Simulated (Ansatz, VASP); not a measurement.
Al3B2N: VASP beside Ansatz

Contents of INCAR:

```
PREC = Accurate ; ENCUT = 600
EDIFF = 1E-6 ; ISMEAR = 0
SIGMA = 0.1 ; LREAL = F
LASPH = T ; NELM = 80
ALGO = Normal ; ISIF = 3
LWAVE = F ; LCHARG = F
GGA = PE ; IBRION = 2
NSW = 100 ; EDIFFG = -0.01
```

Contents of KPOINTS:

```
regular mesh
0
Gamma
  12 12 6
```

File POSCAR:

```
Al3B2N
1.0
    4.7602789369      0.0000000000      0.0000000000
   -2.3801394684      4.1225224884      0.0000000000
    0.0000000000      0.0000000000      6.7161463255
Al B N
3 2 1
Direct
    0.3333333333      0.6666666667      0.0000000000
    0.6666666667      0.3333333333      0.0000000000
    0.0000000000      0.0000000000      0.0000000000
    0.0000000000      0.0000000000      0.3037807486
    0.0000000000      0.0000000000      0.6962192514
    0.0000000000      0.0000000000      0.5000000000
```

Input for Ansatz:

```yaml
crystal:
  lattice:
    - [4.7602789369, 0.0, 0.0]
    - [-2.3801394684, 4.1225224884, 0.0]
    - [0.0, 0.0, 6.7161463255]
  atoms:
    - { symbol: Al, position: [0.3333333333, 0.6666666667, 0.0] }
    - { symbol: Al, position: [0.6666666667, 0.3333333333, 0.0] }
    - { symbol: Al, position: [0.0, 0.0, 0.0] }
    - { symbol: B, position: [0.0, 0.0, 0.3037807486] }
    - { symbol: B, position: [0.0, 0.0, 0.6962192514] }
    - { symbol: "N", position: [0.0, 0.0, 0.5] }
basis:
  ecutwfc: 420
kpoints:
  mp_grid: { grid: [12, 12, 6] }
hamiltonian:
  xc: pbe
scf:
  occupations: { method: gaussian, width: 0.1 }
output:
  forces: true
  stress: true
  eigenvalues: true
  write_density: true
  write_potential: true
  elf: true
  volumetric_format: npy
relax:
  adjacent_minimum: "off"
  f_tol: 0.01
  max_steps: 80
  cell: { stress_tol: 0.05 }
```

Alike in both runs: task relaxation of cell and atoms; functional PBE; k mesh 12 × 12 × 6; occupations gaussian, width 0.1 eV; no spin polarisation.

```csv
,VASP,Ansatz
version,VASP 6.6.1,Ansatz 0.2.0
potentials or method,"VASP PAW PBE potentials, release 64 (Al, B, N), cutoff 600 eV","scalar-relativistic, plane waves, PAW"
valence electrons in the cell,20,20
```

VASP gave:

```
gap on the k mesh at the Fermi level, each at its own relaxed structure (eV) : none
relaxed volume (Å³/atom)                                                     : 21.70
relaxed cell length with the largest relative difference (Å)                 : 4.732
```

Problem. What did Ansatz give for the same quantities?

Solution. gap on the k mesh at the Fermi level, each at its own relaxed structure (eV): none; relaxed volume (Å³/atom): 21.74; relaxed cell length with the largest relative difference (Å): 4.735.

A gap of «none» marks a metal or a gap that the smearing closes.
